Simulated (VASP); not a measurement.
Here is a VASP 6.6.1 calculation.

INCAR

```
ALGO = Normal
EDIFF = 1E-6
ENCUT = 500
GGA = PS
GGA_COMPAT = False
ISIF = 2
ISMEAR = 0
LASPH = True
LCHARG = True
LELF = True
LREAL = False
LVHAR = True
LWAVE = False
NBANDS = 15
NELM = 120
PREC = Accurate
SIGMA = 0.01
```

The input KPOINTS:

```
k-points
0
Gamma
  6 6 6
```

File POSCAR:

```
CsBr
1.0
    4.1985060620      0.0000000000      0.0000000000
    0.0000000000      4.1985060620      0.0000000000
    0.0000000000      0.0000000000      4.1985060620
Cs Br
1 1
Direct
    0.0000000000      0.0000000000      0.0000000000
    0.5000000000      0.5000000000      0.5000000000
```

Potentials or basis: VASP PAW PBE potentials, release 64 (Cs_sv, Br).

Launch:

```sh
$ cat potpaw_PBE.64/Cs_sv/POTCAR potpaw_PBE.64/Br/POTCAR > POTCAR
$ mpirun -np 1 vasp_std > vasp.out
```

Q: What does it give for the pressure?

A: 0.6 GPa.

Q: What does it give for the band gap on the k mesh?

A: 4.55 eV, direct.

Caveat: the PAW data sets were made with another functional, which shifts forces and pressure a little; spin-orbit coupling is left out, which moves the levels of the heavy elements. A k mesh can miss the band edges.
